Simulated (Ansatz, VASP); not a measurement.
# Two plane-wave programs on CsHf

```xyz
2
Lattice="0.0000 3.5047 3.5047 3.5047 0.0000 3.5047 3.5047 3.5047 0.0000" Properties=species:S:1:pos:R:3 pbc="T T T"
Cs    0.0000    0.0000    0.0000
Hf    3.5047    3.5047    3.5047
```

Alike in both runs: task relaxation of cell and atoms; functional PBE; k mesh 14 × 14 × 14; occupations gaussian, width 0.1 eV; no spin polarisation.

|  | VASP | Ansatz |
| --- | --- | --- |
| version | VASP 6.6.1 | Ansatz 0.2.0 |
| potentials or method | VASP PAW PBE potentials, release 64 (Cs_sv, Hf_pv), cutoff 600 eV | scalar-relativistic, plane waves, PAW |
| valence electrons in the cell | 19 | 35 |

VASP gave:

```
gap on the k mesh at the Fermi level, each at its own relaxed structure (eV) : none
relaxed volume (Å³/atom)                                                     : 43.94
relaxed cell length with the largest relative difference (Å)                 : 4.990
```

Q: Which values does Ansatz return?

A: gap on the k mesh at the Fermi level, each at its own relaxed structure (eV): none; relaxed volume (Å³/atom): 44.05; relaxed cell length with the largest relative difference (Å): 4.994.

A gap of «none» marks a metal or a gap that the smearing closes. VASP's potentials hold 19 valence electrons a cell and Ansatz's 35, so a difference there can come from the potentials and not from the codes.

Neither program's run includes spin-orbit coupling. Noted on VASP's run: too few bands were computed for a metal, which touches its energy and stress.
